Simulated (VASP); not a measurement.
Set up this calculation in VASP 6.6.1, as the native input.

```
Task                   : single point
Functional             : LDA
Potentials or basis    : VASP PAW LDA potentials, release 64 (Nb_sv, As)
Cutoff                 : 520 eV
k mesh                 : 11 × 11 × 11
Occupations            : gaussian, width 0.1 eV
Spin                   : no spin polarisation
Dipole correction      : no
Further INCAR settings : ALGO = Normal; EDIFF = 1e-06; NBANDS = 26
```

The structure of NbAs lies in POSCAR:

```
NbAs
1.0
   -1.7258500000      1.7258500000      5.8400000000
    1.7258500000     -1.7258500000      5.8400000000
    1.7258500000      1.7258500000     -5.8400000000
Nb As
2 2
Direct
    0.5000000000      0.0000000000      0.5000000000
    0.7500000000      0.7500000000      0.0000000000
    0.9160000000      0.4160000000      0.5000000000
    0.1660000000      0.1660000000      0.0000000000
```

One way to write it, as run:

INCAR

```
PREC = Accurate
ENCUT = 520
EDIFF = 1E-6
ISMEAR = 0
SIGMA = 0.1
LREAL = F
LASPH = T
NELM = 80
ALGO = Normal
ISIF = 2
LWAVE = F
LCHARG = F
NBANDS = 26
```

KPOINTS

```
Automatic mesh
0
Gamma
  11 11 11
```

Potentials or basis: VASP PAW LDA potentials, release 64 (Nb_sv, As).

Launch:

```sh
$ cat potpaw_LDA.64/Nb_sv/POTCAR potpaw_LDA.64/As/POTCAR > POTCAR
$ mpirun -np 1 vasp_std > vasp.out
```

It gave:

- Pressure: -5.2 GPa
- Largest force: 0.279 eV/Å

It took 7.9 min on 1 thread of Intel Xeon 6975P-C, with other jobs on the host, peak memory 0.4 GiB.
